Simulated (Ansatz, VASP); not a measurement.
One calculation of Au, two programs

The input INCAR:

```
SYSTEM = Au
ALGO = Normal
EDIFF = 1E-6
ENCUT = 520
GGA = PE
ISIF = 2
ISMEAR = -1
LASPH = .TRUE.
LCHARG = .TRUE.
LELF = .TRUE.
LREAL = .FALSE.
LVHAR = .TRUE.
LWAVE = .FALSE.
NBANDS = 18
NELM = 100
PREC = Accurate
SIGMA = 0.03
```

KPOINTS

```
k-points
0
G
  14 14 8
  0 0 0
```

File POSCAR:

```
Au
1.0
    2.8129984581      0.0000000000      0.0000000000
   -1.4064992290      2.4361281256      0.0000000000
    0.0000000000      0.0000000000      4.8800000000
Au
2
Direct
    0.3333333333      0.6666666667      0.7500000000
    0.6666666667      0.3333333333      0.2500000000
```

Input for Ansatz:

```yaml
crystal:
  lattice:
    - [2.8129984581, 0.0, 0.0]
    - [-1.406499229, 2.4361281256, 0.0]
    - [0.0, 0.0, 4.88]
  atoms:
    - { symbol: Au, position: [0.3333333333, 0.6666666667, 0.75] }
    - { symbol: Au, position: [0.6666666667, 0.3333333333, 0.25] }
kpoints:
  mp_grid: { grid: [14, 14, 8] }
  band_path:
    path:
      - [0.0, 0.0, 0.0]
      - [0.5, 0.0, 0.0]
      - [0.3333333333, 0.3333333333, 0.0]
      - [0.0, 0.0, 0.0]
      - [0.0, 0.0, 0.5]
      - [0.5, 0.0, 0.5]
      - [0.3333333333, 0.3333333333, 0.5]
      - [0.0, 0.0, 0.5]
      - [0.5, 0.0, 0.5]
    npoints: 5
scf:
  occupations: { method: fermi_dirac, width: 0.03 }
hamiltonian:
  xc: pbe
  pseudopotentials: { kind: all_electron, lapw: { basis_error: 0.0005 } }
output:
  forces: true
  stress: true
  eigenvalues: true
```

Change from the starting cell: equal xx and yy strain of -3 %.

Alike in both runs: task single point; functional PBE; k mesh 14 × 14 × 8; occupations fermi-dirac, width 0.03 eV; no spin polarisation.

|  | VASP | Ansatz |
| --- | --- | --- |
| version | VASP 6.6.1 | Ansatz 0.2.0 |
| potentials or method | VASP PAW PBE potentials, release 64 (Au), cutoff 520 eV | all-electron LAPW, scalar-relativistic |

```csv
,VASP,Ansatz,Ansatz less VASP
pressure (GPa),12.8,13.1,+0.29
"traceless stress, the component that is largest in VASP (GPa)",-2.79,-2.77,+0.016
```

Ansatz ran all-electron here, and VASP with PAW potentials.

Neither program's run includes spin-orbit coupling.
